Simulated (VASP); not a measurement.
A run of VASP 6.6.1 is set up as follows.

File INCAR:

```
  PREC = Accurate
  ENCUT = 520
  EDIFF = 1E-6
  ISMEAR = -1
  SIGMA = 0.05
  LREAL = F
  LASPH = T
  NELM = 100
  ALGO = Normal
  ISIF = 2
  LWAVE = F
  LCHARG = F
  GGA = RE
  IVDW = 12
  NBANDS = 50
```

Contents of KPOINTS:

```
regular mesh
0
Gamma
  3 6 6
```

The input POSCAR:

```
SnSe
1.0
   11.6439784321      0.0000000000      0.0000000000
    0.0000000000      4.2721777259      0.0000000000
    0.0000000000      0.0000000000      4.5474731880
Sn Se
4 4
Direct
    0.8770000000      0.7500000000      0.9090000000
    0.6230000000      0.2500000000      0.4090000000
    0.3770000000      0.7500000000      0.5910000000
    0.1230000000      0.2500000000      0.0910000000
    0.6430000000      0.7500000000      0.9840000000
    0.8570000000      0.2500000000      0.4840000000
    0.1430000000      0.7500000000      0.5160000000
    0.3570000000      0.2500000000      0.0160000000
```

Potentials or basis: VASP PAW PBE potentials, release 64 (Sn_d, Se).

Launch:

```sh
$ cat potpaw_PBE.64/Sn_d/POTCAR potpaw_PBE.64/Se/POTCAR > POTCAR
$ mpirun -np 1 vasp_std > vasp.out
```

Task: What does it give for the band gap on the k mesh?

Result: 0.62 eV (least direct gap 0.78 eV).

Task: Estimate the dispersion energy per atom.

Result: -0.652 eV.

Task: Predict the pressure.

Result: -2.3 GPa.

Forces on the atoms (eV/Å):
```
Sn  -0.014  0.000 -0.167
Sn   0.014  0.000 -0.167
Sn  -0.014  0.000  0.167
Sn   0.014  0.000  0.167
Se  -0.034  0.000  0.151
Se   0.034  0.000  0.151
Se  -0.034  0.000 -0.151
Se   0.034  0.000 -0.151
```

Caveat: semilocal functionals underestimate gaps, and a narrow one can read as zero; the PAW data sets were made with another functional, which shifts forces and pressure a little; spin-orbit coupling is left out, which moves the levels of the heavy elements. A k mesh can miss the band edges.
